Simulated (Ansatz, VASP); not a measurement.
## Two plane-wave programs on BN

Contents of POSCAR:

```
BN
1.0
    2.3496244336      0.0000000000      0.0000000000
   -1.1748122168      2.0348344488      0.0000000000
    0.0000000000      0.0000000000      4.2268550000
B N
2 2
Direct
    0.6666666667      0.3333333333      0.9997240000
    0.3333333333      0.6666666667      0.4997240000
    0.6666666667      0.3333333333      0.6252760000
    0.3333333333      0.6666666667      0.1252760000
```

The input INCAR.step1:

```
SYSTEM = BN
PREC     = Accurate       ! precision mode
ENCUT    = 520            ! plane-wave cutoff, eV
ISMEAR   = 0              ! smearing method
SIGMA    = 0.05           ! smearing width, eV
LREAL    = .FALSE.        ! projectors in reciprocal space
LASPH    = .TRUE.         ! aspherical terms in the spheres
NELM     = 80             ! most SCF steps
NBANDS   = 16             ! bands
GGA      = PE             ! functional
ALGO     = Normal         ! electronic algorithm
EDIFF    = 1E-4           ! SCF threshold, eV
LWAVE    = .TRUE.         ! write WAVECAR
LCHARG   = .FALSE.        ! write CHGCAR
```

The input INCAR.step2:

```
SYSTEM = BN
PREC     = Accurate       ! precision mode
ENCUT    = 520            ! plane-wave cutoff, eV
EDIFF    = 1E-7           ! SCF threshold, eV
ISMEAR   = 0              ! smearing method
SIGMA    = 0.05           ! smearing width, eV
LREAL    = .FALSE.        ! projectors in reciprocal space
LASPH    = .TRUE.         ! aspherical terms in the spheres
NELM     = 80             ! most SCF steps
ALGO     = Normal         ! electronic algorithm
ISIF     = 2              ! what is computed and relaxed
LWAVE    = .FALSE.        ! write WAVECAR
LCHARG   = .FALSE.        ! write CHGCAR
METAGGA  = R2SCAN         ! meta-GGA
LMIXTAU  = .TRUE.       
NBANDS   = 16             ! bands
ISTART   = 1
```

Contents of KPOINTS:

```
Automatic mesh
0
G
  12 12 6
  0 0 0
```

Input for Ansatz:

```yaml
crystal:
  lattice:
    - [2.3496244336, 0.0, 0.0]
    - [-1.1748122168, 2.0348344488, 0.0]
    - [0.0, 0.0, 4.226855]
  atoms:
    - { symbol: B, position: [0.6666666667, 0.3333333333, 0.999724] }
    - { symbol: B, position: [0.3333333333, 0.6666666667, 0.499724] }
    - { symbol: "N", position: [0.6666666667, 0.3333333333, 0.625276] }
    - { symbol: "N", position: [0.3333333333, 0.6666666667, 0.125276] }
basis:
  ecutwfc: 500
kpoints:
  mp_grid: { grid: [12, 12, 6] }
hamiltonian:
  xc: r2scan
scf:
  occupations: { method: gaussian, width: 0.05 }
output:
  forces: true
  stress: true
  eigenvalues: true
```

Change from the starting cell: strain -0.080 along x and y, +0.000 along z, atoms carried along.

Alike in both runs: task single point; functional r2SCAN; k mesh 12 × 12 × 6; occupations gaussian, width 0.05 eV; no spin polarisation.

|  | VASP | Ansatz |
| --- | --- | --- |
| version | VASP 6.6.1 | Ansatz 0.2.0 |
| potentials or method | VASP PAW PBE potentials, release 64 (B, N), cutoff 520 eV | scalar-relativistic, plane waves, PAW |
| valence electrons in the cell | 16 | 16 |

|  | VASP | Ansatz | Ansatz less VASP |
| --- | --- | --- | --- |
| gap on the k mesh at the Fermi level (eV) | 5.01 | 5.06 | +0.046 |
| least direct gap on the mesh (eV) | 7.07 | 7.10 | +0.028 |
| pressure (GPa) | 85.9 | 84.2 | -1.73 |
| traceless stress, the component that is largest in VASP (GPa) | -78.04 | -77.65 | +0.386 |
| rms of the force components (eV/Å) | 0.314 | 0.299 | -0.0151 |

VASP's potentials were made for PBE, not for r2SCAN. Atom by atom the forces differ by 0.015 eV/Å (rms over components). Both programs put the cell under a high pressure, so it lies far from rest at this level.

Noted on VASP's run: the cell as given lies far from equilibrium.
